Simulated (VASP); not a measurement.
KB3H8, 24 atoms in the cell. Symmetry: Cmcm, No. 63, orthorhombic system. The conventional cell has a = 7.250 Å, b = 7.973 Å, c = 8.044 Å, α = 90.00°, β = 90.00°, γ = 90.00°. K (site symmetry m2m) has 24 H at 2.89 to 4.03 Å and 11 B at 3.15 to 3.85 Å within 4.1 Å. B (site symmetry m) has 3 H at 1.21 to 1.26 Å within 1.6 Å. B (site symmetry m2m) has 4 H at 1.20 to 1.47 Å within 1.6 Å. Within 1.6 Å of H (site symmetry 1) lie 1 B at 1.21 Å. Within 1.7 Å of H (site symmetry m) lie 2 B at 1.26 to 1.47 Å. H (site symmetry m) has 1 B at 1.20 Å within 1.6 Å. 

| Item | Value |
| --- | --- |
| Program | VASP 6.6.1 |
| Task | single point |
| Functional | r2SCAN |
| Potentials or basis | VASP PAW PBE potentials, release 64 (K_sv, B, H) |
| Cutoff | 520 eV |
| k mesh | 4 × 4 × 4 |
| Occupations | fermi-dirac, width 0.02 eV |
| Spin | no spin polarisation |
| Dipole correction | no |
| Further INCAR settings | LREAL = Auto; ALGO = Normal; EDIFF = 1e-06; NBANDS = 44 |

Potentials or basis: VASP PAW PBE potentials, release 64 (K_sv, B, H).

Run with:

```console
$ cat potpaw_PBE.64/K_sv/POTCAR potpaw_PBE.64/B/POTCAR potpaw_PBE.64/H/POTCAR > POTCAR
$ cp INCAR.step1 INCAR
$ mpirun -np 1 vasp_std > vasp.out
$ cp INCAR.step2 INCAR
$ mpirun -np 1 vasp_std > vasp.out
```

Hardware: 1 thread of AMD EPYC 9R45 96-Core Processor (Zen 5), on a shared host.

Estimate the wall time of this run.

Wall time 11 min on 1 thread of AMD EPYC 9R45 96-Core Processor (Zen 5), with other jobs on the host, peak memory 0.37 GiB. Counts: k points 21.
